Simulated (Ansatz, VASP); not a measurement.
## One calculation of Sr, two programs

```
CELL_PARAMETERS angstrom
0.00000 2.89676 2.89676
2.89676 0.00000 2.89676
2.89676 2.89676 0.00000
ATOMIC_POSITIONS crystal
Sr 0.00000 0.00000 0.00000
```

Alike in both runs: functional LDA; k mesh 12 × 12 × 12; occupations gaussian, width 0.1 eV; no spin polarisation.

Ansatz relaxed the structure, and its values are those at the end. VASP's run is a single point on that final structure, the one shown.

|  | VASP | Ansatz |
| --- | --- | --- |
| version | VASP 6.6.1 | Ansatz 0.2.0 |
| potentials or method | VASP PAW LDA potentials, release 64 (Sr_sv), cutoff 520 eV | scalar-relativistic, plane waves, PAW |
| valence electrons in the cell | 10 | 10 |

```csv
,VASP,Ansatz,Ansatz less VASP
gap on the k mesh at the Fermi level (eV),0.05,0.05,+0.001
least direct gap on the mesh (eV),0.05,0.05,+0.001
pressure (GPa),0.0,0.0,0.00
```

Ansatz warns that its potentials were made for another functional, while VASP's fit it. LDA's correlation is that of Perdew and Zunger in VASP and of Perdew and Wang (1992) in Ansatz.
